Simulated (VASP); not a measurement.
# As (Im-3m) in VASP: a series of runs

The runs below take As through single point, relaxation of cell and atoms, with LDA.

Everything below comes from runs of VASP 6.6.1. Logs are shortened: lines on timing, memory, paths and dates and some standing lists are left out, and cuts for length are marked.

### 1 The cell of the first run

Symmetry: Im-3m, No. 229, cubic system. The conventional cell has a = 3.294 Å, b = 3.294 Å, c = 3.294 Å, α = 90.00°, β = 90.00°, γ = 90.00°. As (site symmetry m-3m) has 14 As at 2.85 to 3.29 Å within 3.8 Å.

### 2 Single point, LDA

INCAR

```
SYSTEM = As
PREC = Accurate
ENCUT = 500
EDIFF = 1E-6
ISMEAR = -1
SIGMA = 0.1
LREAL = .False.
LASPH = .True.
NELM = 120
ALGO = Normal
ISIF = 2
LWAVE = .False.
LCHARG = .True.
LELF = .True.
LVHAR = .True.
NBANDS = 8
GGA_COMPAT = .False.
```

KPOINTS

```
regular mesh
0
Gamma
  9 9 9
  0 0 0
```

POSCAR

```
As
1.0
   -1.6468623620      1.6468623620      1.6468623620
    1.6468623620     -1.6468623620      1.6468623620
    1.6468623620      1.6468623620     -1.6468623620
As
1
Direct
    0.0000000000      0.0000000000      0.0000000000
```

Potentials or basis: VASP PAW LDA potentials, release 64 (As).

Run with:

```bash
$ cat potpaw_LDA.64/As/POTCAR > POTCAR
$ mpirun -np 1 vasp_std > vasp.out
```

OUTCAR:

```text
SYSTEM = As
   PREC = Accurate
   ENCUT = 500
   EDIFF = 1E-6
   ISMEAR = -1
   LREAL = .False.
   LASPH = .True.
   NELM = 120
   ISIF = 2

 ion  position               nearest neighbor table
   1  0.000  0.000  0.000-

  LATTYP: Found a body centered cubic cell.
 ALAT       =     3.2937247240

  Lattice vectors:

 A1 = (  -1.6468623620,   1.6468623620,   1.6468623620)
 A2 = (   1.6468623620,  -1.6468623620,   1.6468623620)
 A3 = (   1.6468623620,   1.6468623620,  -1.6468623620)

Analysis of symmetry for initial positions (statically):
=====================================================================
 Subroutine PRICEL returns:
 Original cell was already a primitive cell.

 Routine SETGRP: Setting up the symmetry group for a
 body centered cubic supercell.

 Subroutine GETGRP returns: Found 48 space group operations
 (whereof 48 operations were pure point group operations)
 out of a pool of 48 trial point group operations.

The static configuration has the point symmetry O_h .

Analysis of symmetry for dynamics (positions and initial velocities):
=====================================================================
 Subroutine PRICEL returns:
 Original cell was already a primitive cell.

 Routine SETGRP: Setting up the symmetry group for a
 body centered cubic supercell.

 Subroutine GETGRP returns: Found 48 space group operations
 (whereof 48 operations were pure point group operations)
 out of a pool of 48 trial point group operations.

The dynamic configuration has the point symmetry O_h .

 Subroutine INISYM returns: Found 48 space group operations
 (whereof 48 operations are pure point group operations),
 and found     1 'primitive' translations

----------------------------------------------------------------------------------------

                                     Primitive cell

  volume of cell :      17.8662

  direct lattice vectors                    reciprocal lattice vectors
    -1.646862362  1.646862362  1.646862362     0.000000000  0.303607643  0.303607643
     1.646862362 -1.646862362  1.646862362     0.303607643  0.000000000  0.303607643
     1.646862362  1.646862362 -1.646862362     0.303607643  0.303607643  0.000000000

  length of vectors
     2.852449284  2.852449284  2.852449284     0.429366046  0.429366046  0.429366046

  position of ions in fractional coordinates (direct lattice)
     0.000000000  0.000000000  0.000000000

  ion indices of the primitive-cell ions
   primitive index   ion index
                 1           1

----------------------------------------------------------------------------------------

 KPOINTS: regular mesh

Automatic generation of k-mesh.
 Grid dimensions read from file:
 generate k-points for:    9    9    9

 Generating k-lattice:

  Cartesian coordinates                     Fractional coordinates (reciprocal lattice)
     0.000000000  0.033734183  0.033734183     0.111111111  0.000000000  0.000000000
     0.033734183  0.000000000  0.033734183     0.000000000  0.111111111  0.000000000
     0.033734183  0.033734183  0.000000000     0.000000000  0.000000000  0.111111111

  Length of vectors
     0.047707338  0.047707338  0.047707338

  Shift w.r.t. Gamma in fractional coordinates (k-lattice)
     0.000000000  0.000000000  0.000000000

 Subroutine IBZKPT returns following result:
 ===========================================

 Found     35 irreducible k-points:

 Following reciprocal coordinates:
            Coordinates               Weight
  0.000000  0.000000  0.000000      1.000000
  0.111111  0.000000  0.000000     12.000000
  0.222222  0.000000  0.000000     12.000000
  0.333333  0.000000  0.000000     12.000000
  0.444444  0.000000  0.000000     12.000000
  0.111111  0.111111  0.000000     24.000000
[... 16 lines left out ...]
 -0.333333  0.444444  0.111111     48.000000
 -0.444444 -0.444444  0.111111     24.000000
 [... further k-points ...]
   k-points           NKPTS =     35   k-points in BZ     NKDIM =     35   number of bands    NBANDS=      8
   number of dos      NEDOS =    301   number of ions     NIONS =      1
   total plane-waves  NPLWV =  13824
   dimension x,y,z NGX =    24 NGY =   24 NGZ =   24
   dimension x,y,z NGXF=    48 NGYF=   48 NGZF=   48
   ions per type =               1
   NGX,Y,Z   is equivalent  to a cutoff of  13.99, 13.99, 13.99 a.u.
   NGXF,Y,Z  is equivalent  to a cutoff of  27.98, 27.98, 27.98 a.u.
 SYSTEM =  As
   PREC   = accura    normal or accurate (medium, high low for compatibility)
   ISTART =      0    job   : 0-new  1-cont  2-samecut
   ICHARG =      2    charge: 1-file 2-atom 10-const
   ISPIN  =      1    spin polarized calculation?
   LNONCOLLINEAR =      F non collinear calculations
   LSORBIT =      F    spin-orbit coupling
   LASPH  =      T    aspherical Exc in radial PAW
   ENCUT  =  500.0 eV  36.75 Ry    6.06 a.u.   5.20  5.20  5.20*2*pi/ulx,y,z
   NELM   =    120;   NELMIN=  2; NELMDL= -5     # of ELM steps
   EDIFF  = 0.1E-05   stopping-criterion for ELM
   LREAL  =      F    real-space projection
   EDIFFG = 0.1E-04   stopping-criterion for IOM
   NSW    =      0    number of steps for IOM
   IBRION =     -1    ionic relax: 0-MD 1-quasi-New 2-CG
   NFREE  =      0    steps in history (QN), initial steepest desc. (CG)
   ISIF   =      2    stress and relaxation
   ISYM   =      2    0-nonsym 1-usesym 2-fastsym
   POTIM  = 0.5000    time-step for ionic-motion
   TEBEG  =    0.0;   TEEND  =   0.0 temperature during run
   PSTRESS=    0.0 pullay stress
   NELECT =       5.0000    total number of electrons
   NUPDOWN=      -1.0000    fix difference up-down
   EMIN   =  10.00;   EMAX   =-10.00  energy-range for DOS
   EFERMI =   0.00;   METHOD = LEGACY
   ISMEAR =    -1;   SIGMA  =   0.10  broadening in eV -4-tet -1-fermi 0-gaus
   EFERMI_NEDOS =   21; number of points for ismear=-14 and -15
   IALGO  =     38    algorithm
   IMIX   =      4    mixing-type and parameters
     AMIX     =   0.40;   BMIX     =  1.00
     AMIX_MAG =   1.60;   BMIX_MAG =  1.00
  volume/ion in A,a.u.               =      17.87       120.57
  Fermi-wavevector in a.u.,A,eV,Ry     =   1.070831  2.023577 15.601510  1.146679
  Thomas-Fermi vector in A             =   2.206553
   LORBIT       =      0    0 simple, 1 ext, 2 COOP (PROOUT), +10 PAW based schemes
   GGA     = CA    functional components
   LHFCALC =     F    Hartree Fock is set to
   AEXX    =    0.0000 exact exchange contribution
   IVDW    =     0    specifies the selected vdW correction
   LEPSILON=     F    determine dielectric tensor
   LRPA    =     F    only Hartree local field effects (RPA)
 non-spin polarized calculation
  energy-cutoff  :      500.00
  volume of cell :       17.87
 maximum number of plane-waves:       466
 NGX is ok and might be reduce to    24
   NGX = 11   NGY = 11   NGZ = 11

 number of electron       5.0000001 magnetization

 Free energy of the ion-electron system (eV)
  ---------------------------------------------------
  ext. energy  EPLUGINS =         0.00000000
  ---------------------------------------------------
  free energy    TOTEN  =        -5.03310985 eV

  energy without entropy =       -5.02212169  energy(sigma->0) =       -5.02761577

 E-fermi :   7.3457     XC(G=0): -11.1637

 val. band max:        7.2143818932   @ k =   0.3333   0.2222   0.1111
 cond. band min:       7.5467804774   @ k =  -0.3333   0.3333   0.2222
 fundamental gap:      0.3323985842
 Fermi energy:         7.3457144516

 k-point     1 :       0.0000    0.0000    0.0000
  band No.  band energies     occupation
      1      -8.4004      2.00000
      2      13.5860      0.00000
      3      13.5860      0.00000
      4      13.5860      0.00000
      5      20.6515      0.00000
      6      20.6515      0.00000
      7      20.6515      0.00000
      8      23.0117      0.00000

 k-point     2 :       0.1111    0.0000    0.0000
  band No.  band energies     occupation
      1      -8.0762      2.00000
      2      11.5764      0.00000
      3      12.7296      0.00000
      4      13.3758      0.00000
      5      19.4008      0.00000
      6      19.4701      0.00000
      7      22.0873      0.00000
      8      22.3465      0.00000

 k-point     3 :       0.2222    0.0000    0.0000
  band No.  band energies     occupation
      1      -7.1125      2.00000
      2       7.7780      0.02618
      3      11.2384      0.00000
      4      12.8392      0.00000
      5      17.3936      0.00000
      6      17.7341      0.00000
      7      22.4102      0.00000
      8      23.1668      0.00000

 k-point     4 :       0.3333    0.0000    0.0000
  band No.  band energies     occupation
      1      -5.5578      2.00000
      2       3.9722      2.00000
      3      10.0375      0.00000
      4      12.2491      0.00000
      5      16.0118      0.00000
      6      16.5439      0.00000
      7      23.4435      0.00000
      8      24.6292      0.00000

 k-point     5 :       0.4444    0.0000    0.0000
  band No.  band energies     occupation
      1      -3.7076      2.00000
      2       0.9298      2.00000
      3       9.3977      0.00000
      4      11.8832      0.00000
      5      15.3364      0.00000
      6      15.9385      0.00000
      7      25.2484      0.00000
      8      26.5830      0.00000
[... 177 lines left out ...]
 k-point    22 :      -0.4444    0.4444    0.1111
  band No.  band energies     occupation
      1      -3.4101      2.00000
      2       1.2418      2.00000
      3       8.4635      0.00003
      4      10.5061      0.00000
      5      16.6204      0.00000
      6      17.4879      0.00000
      7      21.3759      0.00000
      8      23.7678      0.00000

 k-point    23 :      -0.3333    0.4444    0.1111
  band No.  band energies     occupation
      1      -3.7993      2.00000
      2       3.0000      2.00000
      3       6.4021      1.99984
      4      10.8613      0.00000
      5      16.4627      0.00000
      6      17.9563      0.00000
      7      21.8935      0.00000
      8      23.5899      0.00000

 k-point    24 :      -0.4444   -0.4444    0.1111
  band No.  band energies     occupation
      1      -2.5059      2.00000
      2       1.2112      2.00000
      3       5.9944      2.00000
      4      10.7766      0.00000
      5      16.4973      0.00000
      6      18.7223      0.00000
      7      20.4777      0.00000
      8      22.9819      0.00000

 [... further k-points ...]

------------------------ aborting loop because EDIFF is reached ----------------------------------------

  FORCE on cell =-STRESS in cart. coord.  units (eV):
  Direction    XX          YY          ZZ          XY          YZ          ZX
  --------------------------------------------------------------------------------------
  -------------------------------------------------------------------------------------
  Total        0.0350088      0.0350088      0.0350088      0.0000000     -0.0000000      0.0000000
  in kB        3.1394669      3.1394669      3.1394669      0.0000000     -0.0000000      0.0000000
  external PRESSURE =       3.1394669 kB  Pullay stress =       0.0000000 kB

 VOLUME and BASIS-vectors are now :
 -----------------------------------------------------------------------------
  energy-cutoff  :      500.00
  volume of cell :       17.87
      direct lattice vectors                 reciprocal lattice vectors
    -1.646862362  1.646862362  1.646862362     0.000000000  0.303607643  0.303607643
     1.646862362 -1.646862362  1.646862362     0.303607643  0.000000000  0.303607643
     1.646862362  1.646862362 -1.646862362     0.303607643  0.303607643  0.000000000

 POSITION                                       TOTAL-FORCE (eV/Angst)
 -----------------------------------------------------------------------------------
      0.00000      0.00000      0.00000         0.000000      0.000000     -0.000000
 -----------------------------------------------------------------------------------
    total drift:                                0.000000      0.000000      0.000000

  FREE ENERGIE OF THE ION-ELECTRON SYSTEM (eV)
  ---------------------------------------------------
  free  energy   TOTEN  =        -5.0331098519 eV

  energy  without entropy=       -5.0221216859  energy(sigma->0) =       -5.02761577
```

It took 2 s on 1 thread of Intel Xeon 6975P-C (Granite Rapids), shared host; peak memory 0.12 GiB.

Results:

```yaml
Free_energy: -5.0331 eV
Pressure: 0.3 GPa
```

### 3 Relaxation of cell and atoms, LDA

INCAR

```
  PREC = Accurate
  ENCUT = 500
  EDIFF = 1E-7
  ISMEAR = -1
  SIGMA = 0.1
  LREAL = False
  LASPH = True
  NELM = 120
  ALGO = Normal
  ISIF = 3
  LWAVE = False
  LCHARG = False
  GGA = CA
  IBRION = 2
  NSW = 80
  EDIFFG = -0.03
  GGA_COMPAT = False
  NELMIN = 4
```

KPOINTS

```
regular mesh
0
Gamma
  9 9 9
```

POSCAR is that of step 2.

Potentials or basis: VASP PAW LDA potentials, release 64 (As).

Run with:

```bash
$ cat potpaw_LDA.64/As/POTCAR > POTCAR
$ mpirun -np 1 vasp_std > vasp.out
```

Run time: 2.2 s. Hardware: 1 thread of Intel Xeon 6975P-C (Granite Rapids), shared host; peak memory 0.12 GiB.

Results (log left out):

```
Free energy                            : -5.0331 eV
Relaxed volume                         : 17.96 Å³/atom
Relaxed cell                           : a = 2.857 Å, b = 2.857 Å, c = 2.857 Å, α = 109.47°, β = 109.47°, γ = 109.47°
Space group after relaxing (to 0.05 Å) : Im-3m (No. 229)
Energy gained by relaxing              : 0.0 meV/atom
Ionic steps                            : 2
Pressure after relaxing                : -0.2 GPa
```

Final structure:
```
As
1.0
    -1.64973    1.64973    1.64973
     1.64973   -1.64973    1.64973
     1.64973    1.64973   -1.64973
As
1
Cartesian
  1.6497 -1.6497 1.6497
```

Levels at points of the mesh, in eV from the Fermi level:
```tsv
k point	band 1	band 2	band 3	band 4	band 5	band 6
(0.00, 0.00, 0.00)	-15.70	6.19	6.19	6.19	13.28	13.28
```
